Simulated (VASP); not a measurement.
HfO2, 3 atoms in the cell. It takes space group Fm-3m (No. 225, cubic). The conventional cell has a = 5.115 Å, b = 5.115 Å, c = 5.115 Å, α = 90.00°, β = 90.00°, γ = 90.00°. Within 2.9 Å of Hf (site symmetry m-3m) lie 8 O at 2.21 Å. Within 2.9 Å of O (site symmetry -43m) lie 4 Hf at 2.21 Å and 6 O at 2.56 Å. 

- Program: VASP 6.6.1
- Task: single point
- Functional: LDA
- Potentials or basis: VASP PAW LDA potentials, release 64 (Hf_pv, O)
- Cutoff: 520 eV
- k mesh: 6 × 6 × 6
- Occupations: gaussian, width 0.01 eV
- Spin: no spin polarisation
- Dipole correction: no
- Further INCAR settings: ALGO = Normal; EDIFF = 1e-07; NBANDS = 18

Potentials or basis: VASP PAW LDA potentials, release 64 (Hf_pv, O).

Command:

```sh
$ cat potpaw_LDA.64/Hf_pv/POTCAR potpaw_LDA.64/O/POTCAR > POTCAR
$ mpirun -np 1 vasp_std > vasp.out
```

Hardware: 1 thread of Intel(R) Xeon(R) Platinum 8488C (Sapphire Rapids) (shared host).

Question: Estimate the wall time of this run.

Answer: It took 7.5 s on 1 thread of Intel(R) Xeon(R) Platinum 8488C (Sapphire Rapids), on a shared host, peak memory 0.14 GiB. Counts: scf iterations 13, k points 16.
